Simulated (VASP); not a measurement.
**Hf: single point with r2SCAN**

The system is Hf.

```xyz
1
Lattice="-1.8050 1.8050 1.8050 1.8050 -1.8050 1.8050 1.8050 1.8050 -1.8050" Properties=species:S:1:pos:R:3 pbc="T T T"
Hf    0.0000    0.0000    0.0000
```

```json
{
 "Program": "VASP 6.6.1",
 "Task": "single point",
 "Functional": "r2SCAN",
 "Potentials or basis": "VASP PAW PBE potentials, release 64 (Hf_pv)",
 "Cutoff": "550 eV",
 "k mesh": "6 × 6 × 6",
 "Occupations": "fermi-dirac, width 0.15 eV",
 "Spin": "no spin polarisation"
}
```

- Pressure: -4.9 GPa
- Band gap on the k mesh: zero (band 5 reaches 5.84 eV, above the bottom of band 6 at 3.47 eV)

Levels at points of the mesh, in eV from the Fermi level:
```tsv
k point	band 2	band 3	band 4	band 5	band 6	band 7	band 8	band 9
(0.00, 0.00, 0.00)	-31.22	-31.22	-7.24	1.70	1.70	1.70	4.38	4.38
(0.50, 0.00, 0.00)	-31.45	-31.22	-3.34	-0.32	0.66	4.22	5.17	7.47
(0.50, 0.50, 0.50)	-31.71	-31.71	-2.50	-2.50	6.69	6.69	6.69	7.07
```

Run time: 19 s on 1 thread of AMD EPYC 7R13 Processor (Zen 3), with other jobs on the host, peak memory 0.11 GiB.

Caveat: the k points lie up to 0.41 Å⁻¹ apart; the PAW data sets were made with another functional, which shifts forces and pressure a little; spin-orbit coupling is left out, which moves the levels of the heavy elements.
